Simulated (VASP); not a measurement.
# C (P1) in VASP: further runs

The runs below take C through single point, with PBE0, HSE06.

All numbers are computed with VASP 6.6.1; they aren't measurements. Logs are shortened: lines on timing, memory, paths and dates and some standing lists are left out, and cuts for length are marked.

## Step 1: The cell of the first run

The typed cell holds 7 atoms: a = 3.570 Å, b = 3.570 Å, c = 3.570 Å, α = 90.00°, β = 90.00°, γ = 90.00°.

## Step 2: Single point, PBE0

POSCAR reads:

```
C
1.0
    3.5700000000      0.0000000000      0.0000000000
    0.0000000000      3.5700000000      0.0000000000
    0.0000000000      0.0000000000      3.5700000000
C
7
Direct
    0.0003300000      0.4977400000      0.5024100000
    0.5025000000     -0.0010500000      0.4980600000
    0.4993400000      0.5014900000      0.0000000000
    0.2481400000      0.2504900000      0.2536500000
    0.2517300000      0.7479400000      0.7494300000
    0.7476200000      0.2492000000      0.7515200000
    0.7507700000      0.7507500000      0.2478200000
```

INCAR.step1 reads:

```
PREC     = Accurate       # precision mode
ENCUT    = 520            # plane-wave cutoff, eV
EDIFF    = 1E-5           # SCF threshold, eV
ISMEAR   = -1             # smearing method
SIGMA    = 0.01           # smearing width, eV
LREAL    = F              # projectors in reciprocal space
LASPH    = T              # aspherical terms in the spheres
NELM     = 120            # most SCF steps
ALGO     = Normal         # electronic algorithm
ISIF     = 2              # what is computed and relaxed
LWAVE    = T              # write WAVECAR
LCHARG   = F              # write CHGCAR
GGA      = PE             # functional
NBANDS   = 23             # bands
GGA_COMPAT= F
```

INCAR.step2 reads:

```
PREC     = Accurate       # precision mode
ENCUT    = 520            # plane-wave cutoff, eV
EDIFF    = 1E-6           # SCF threshold, eV
ISMEAR   = -1             # smearing method
SIGMA    = 0.01           # smearing width, eV
LREAL    = F              # projectors in reciprocal space
LASPH    = T              # aspherical terms in the spheres
NELM     = 120            # most SCF steps
ALGO     = Normal         # electronic algorithm
ISIF     = 2              # what is computed and relaxed
LWAVE    = F              # write WAVECAR
LCHARG   = F              # write CHGCAR
GGA      = PE             # functional
LHFCALC  = T              # exact exchange
AEXX     = 0.25           # exact-exchange fraction
PRECFOCK = Normal       
ISTART   = 1            
NBANDS   = 23             # bands
GGA_COMPAT= F
```

KPOINTS reads:

```
Automatic mesh
0
Gamma
  1 1 1
```

Potentials or basis: VASP PAW PBE potentials, release 64 (C).

Launch:

```bash
cat potpaw_PBE.64/C/POTCAR > POTCAR
cp INCAR.step1 INCAR
mpirun -np 1 vasp_gam > vasp.out
cp INCAR.step2 INCAR
mpirun -np 1 vasp_gam > vasp.out
```

OUTCAR:

```text
PREC = Accurate
   ENCUT = 520
   EDIFF = 1E-6
   ISMEAR = -1
   LREAL = F
   LASPH = T
   NELM = 120
   ISIF = 2
   GGA = PE
   LHFCALC = T
   AEXX = 0.25
   PRECFOCK = Normal
   ISTART = 1

 ion  position               nearest neighbor table
   1  0.000  0.498  0.502-   4 1.53   5 1.54   6 1.55   7 1.56
   2  0.502  0.999  0.498-   7 1.54   6 1.54   4 1.55   5 1.55
   3  0.499  0.501  0.000-   5 1.53   7 1.54   6 1.54   4 1.56
   4  0.248  0.250  0.254-   1 1.53   2 1.55   3 1.56
   5  0.252  0.748  0.749-   3 1.53   1 1.54   2 1.55
   6  0.748  0.249  0.752-   2 1.54   3 1.54   1 1.55
   7  0.751  0.751  0.248-   2 1.54   3 1.54   1 1.56

  LATTYP: Found a simple cubic cell.
 ALAT       =     3.5700000000

  Lattice vectors:

 A1 = (   3.5700000000,   0.0000000000,   0.0000000000)
 A2 = (   0.0000000000,   3.5700000000,   0.0000000000)
 A3 = (   0.0000000000,   0.0000000000,   3.5700000000)

Analysis of symmetry for initial positions (statically):
=====================================================================
 Subroutine PRICEL returns:
 Original cell was already a primitive cell.

 Routine SETGRP: Setting up the symmetry group for a
 simple cubic supercell.

 Subroutine GETGRP returns: Found  1 space group operations
 (whereof  1 operations were pure point group operations)
 out of a pool of 48 trial point group operations.

The static configuration has the point symmetry C_1 .

Analysis of symmetry for dynamics (positions and initial velocities):
=====================================================================
 Subroutine PRICEL returns:
 Original cell was already a primitive cell.

 Routine SETGRP: Setting up the symmetry group for a
 simple cubic supercell.

 Subroutine GETGRP returns: Found  1 space group operations
 (whereof  1 operations were pure point group operations)
 out of a pool of 48 trial point group operations.

The dynamic configuration has the point symmetry C_1 .

 Subroutine INISYM returns: Found  1 space group operations
 (whereof  1 operations are pure point group operations),
 and found     1 'primitive' translations

[... 87 lines left out ...]
   ISYM   =      3    0-nonsym 1-usesym 2-fastsym
   POTIM  = 0.5000    time-step for ionic-motion
   TEBEG  =    0.0;   TEEND  =   0.0 temperature during run
   PSTRESS=    0.0 pullay stress
   NELECT =      28.0000    total number of electrons
   NUPDOWN=      -1.0000    fix difference up-down
   EMIN   =  10.00;   EMAX   =-10.00  energy-range for DOS
   EFERMI =   0.00;   METHOD = LEGACY
   ISMEAR =    -1;   SIGMA  =   0.01  broadening in eV -4-tet -1-fermi 0-gaus
   EFERMI_NEDOS =   21; number of points for ismear=-14 and -15
   IALGO  =     38    algorithm
   IMIX   =      1    mixing-type and parameters
     AMIX     =   0.40;   BMIX     =  1.00
     AMIX_MAG =   1.60;   BMIX_MAG =  1.00
  volume/ion in A,a.u.               =       6.50        43.86
  Fermi-wavevector in a.u.,A,eV,Ry     =   1.392492  2.631428 26.382149  1.939033
  Thomas-Fermi vector in A             =   2.516229
   LORBIT       =      0    0 simple, 1 ext, 2 COOP (PROOUT), +10 PAW based schemes
   GGA     = PE    functional components
   LHFCALC =     T    Hartree Fock is set to
   PRECFOCK=normal    Normal, Fast or Accurate (Low or Medium for compatibility)
   ENCUT4O =  -1.0   cutoff for four orbital integrals eV
   NKREDX  =     1    reduce k-point grid by
   NKREDY  =     1    reduce k-point grid by
   NKREDZ  =     1    reduce k-point grid by
   AEXX    =    0.2500 exact exchange contribution
   HFSCREEN=    0.0000 screening length (either q_TF or 0.3 A-1)
   HFSCREENC=   0.0000 screening length for correlation (either q_TF or 0.3 A-1)
   ENCUTFOCK=  -1.0 apply spherical cutoff to Coloumb kernel
   IVDW    =     0    specifies the selected vdW correction
   LEPSILON=     F    determine dielectric tensor
   LRPA    =     F    only Hartree local field effects (RPA)
 non-spin polarized calculation
  energy-cutoff  :      520.00
  volume of cell :       45.50
 maximum number of plane-waves:       619
 NGX is ok and might be reduce to    28
  NGX = 20; NGY = 20; NGZ = 20

 number of electron      27.9999998 magnetization

 Free energy of the ion-electron system (eV)
  ---------------------------------------------------
  ext. energy  EPLUGINS =         0.00000000
  ---------------------------------------------------
  free energy    TOTEN  =       -64.52055544 eV

  energy without entropy =      -64.52055544  energy(sigma->0) =      -64.52055544

 E-fermi :  10.1740     XC(G=0):  -9.8029

 val. band max:        9.8916342419   @ k =   0.0000   0.0000   0.0000
 cond. band min:      12.4607047054   @ k =   0.0000   0.0000   0.0000
 fundamental gap:      2.5690704635
 Fermi energy:        10.1740031754

 k-point     1 :       0.0000    0.0000    0.0000
  band No.  band energies     occupation
      1     -15.3242      2.00000
      2      -6.9778      2.00000
      3      -6.9694      2.00000
      4      -6.1445      2.00000
      5      -6.0093      2.00000
      6      -5.9944      2.00000
[... 15 lines left out ...]
     22      17.7693      0.00000
     23      18.6828      0.00000

------------------------ aborting loop because EDIFF is reached ----------------------------------------

  FORCE on cell =-STRESS in cart. coord.  units (eV):
  Direction    XX          YY          ZZ          XY          YZ          ZX
  --------------------------------------------------------------------------------------
  -------------------------------------------------------------------------------------
  Total       -6.4170801     -6.4834161     12.2779053     -0.2381943      1.2266537     -0.2973811
  in kB     -225.9661533   -228.3020596    432.3447747     -8.3875931     43.1944466    -10.4717490
  external PRESSURE =      -7.3078127 kB  Pullay stress =       0.0000000 kB

 VOLUME and BASIS-vectors are now :
 -----------------------------------------------------------------------------
  energy-cutoff  :      520.00
  volume of cell :       45.50
      direct lattice vectors                 reciprocal lattice vectors
     3.570000000  0.000000000  0.000000000     0.280112045  0.000000000  0.000000000
     0.000000000  3.570000000  0.000000000     0.000000000  0.280112045  0.000000000
     0.000000000  0.000000000  3.570000000     0.000000000  0.000000000  0.280112045

 POSITION                                       TOTAL-FORCE (eV/Angst)
 -----------------------------------------------------------------------------------
      0.00118      1.77693      1.79360         0.257701      0.144240      0.015372
      1.79392      3.56625      1.77807        -0.093925     -0.077886      0.257701
      1.78264      1.79032      0.00000         0.223833     -0.140469      0.160719
      0.88586      0.89425      0.90553         3.020658      3.272547      4.388493
      0.89868      2.67015      2.67547         3.382544     -3.123338     -4.628811
      2.66900      0.88964      2.68293        -3.543265      3.370218     -4.607731
      2.68025      2.68018      0.88472        -3.247547     -3.445312      4.414258
 -----------------------------------------------------------------------------------
    total drift:                               -0.000608      0.000011      0.000131

  FREE ENERGIE OF THE ION-ELECTRON SYSTEM (eV)
  ---------------------------------------------------
  free  energy   TOTEN  =       -64.5205554373 eV

  energy  without entropy=      -64.5205554373  energy(sigma->0) =      -64.52055544
```

Wall time 22 s (1 thread of Intel Xeon Platinum 8259CL at 2.50GHz (Skylake/Cascade Lake), shared host); peak memory 0.14 GiB.

Results:

```
Free energy            : -64.5206 eV
Pressure               : -0.7 GPa
Largest force          : 6.719 eV/Å
Band gap on the k mesh : 2.57 eV
```

Forces in eV/Å, atoms in the order of the input:
```
C    0.258  0.144  0.015
C   -0.094 -0.078  0.258
C    0.224 -0.140  0.161
C    3.021  3.273  4.388
C    3.383 -3.123 -4.629
C   -3.543  3.370 -4.608
C   -3.248 -3.445  4.414
```

Stress tensor (GPa, compression positive):
```
-22.60  -0.84  -1.05
 -0.84 -22.83   4.32
 -1.05   4.32  43.23
```

Caveat: the k points lie up to 1.76 Å⁻¹ apart; the PAW data sets were made with another functional, which shifts forces and pressure a little.

## Step 3: Single point, HSE06

POSCAR is that of step 2.

INCAR.step1 reads:

```
PREC = Accurate
ENCUT = 520
EDIFF = 1E-5
ISMEAR = -1
SIGMA = 0.01
LREAL = False
LASPH = True
NELM = 120
ALGO = Normal
ISIF = 2
LWAVE = True
LCHARG = False
GGA = PE
NBANDS = 23
GGA_COMPAT = False
```

INCAR.step2 reads:

```
PREC = Accurate
ENCUT = 520
EDIFF = 1E-6
ISMEAR = -1
SIGMA = 0.01
LREAL = False
LASPH = True
NELM = 120
ALGO = Normal
ISIF = 2
LWAVE = False
LCHARG = False
GGA = PE
LHFCALC = True
HFSCREEN = 0.2079
PRECFOCK = Normal
ISTART = 1
NBANDS = 23
GGA_COMPAT = False
```

KPOINTS reads:

```
regular mesh
0
Gamma
  1 1 1
```

Potentials or basis: VASP PAW PBE potentials, release 64 (C).

Launch:

```bash
cat potpaw_PBE.64/C/POTCAR > POTCAR
cp INCAR.step1 INCAR
mpirun -np 1 vasp_gam > vasp.out
cp INCAR.step2 INCAR
mpirun -np 1 vasp_gam > vasp.out
```

It took 30 s on 1 thread of Intel Xeon Platinum 8259CL at 2.50GHz (Skylake/Cascade Lake), shared host; peak memory 0.24 GiB.

Results (log left out):

```yaml
Free_energy: -60.3572 eV
Pressure: -0.3 GPa
Largest_force: 6.725 eV/Å
Band_gap_on_the_k_mesh: 1.71 eV
```

Forces in eV/Å, atoms in the order of the input:
```
C    0.267  0.143  0.015
C   -0.089 -0.080  0.258
C    0.228 -0.140  0.160
C    3.018  3.277  4.392
C    3.381 -3.127 -4.632
C   -3.550  3.372 -4.610
C   -3.255 -3.445  4.417
```

Stress tensor (GPa, compression positive):
```
-22.19  -0.84  -1.08
 -0.84 -22.42   4.39
 -1.08   4.39  43.70
```

Levels at points of the mesh, in eV from the valence-band top:
| k point | band 10 | band 11 | band 12 | band 13 | band 14 | band 15 | band 16 | band 17 | band 18 | band 19 |
| --- | --- | --- | --- | --- | --- | --- | --- | --- | --- | --- |
| (0.00, 0.00, 0.00) | -9.57 | -7.17 | -7.05 | -7.01 | 0.00 | 1.71 | 1.76 | 3.90 | 3.95 | 3.99 |

Caveat: the k points lie up to 1.76 Å⁻¹ apart; the PAW data sets were made with another functional, which shifts forces and pressure a little.
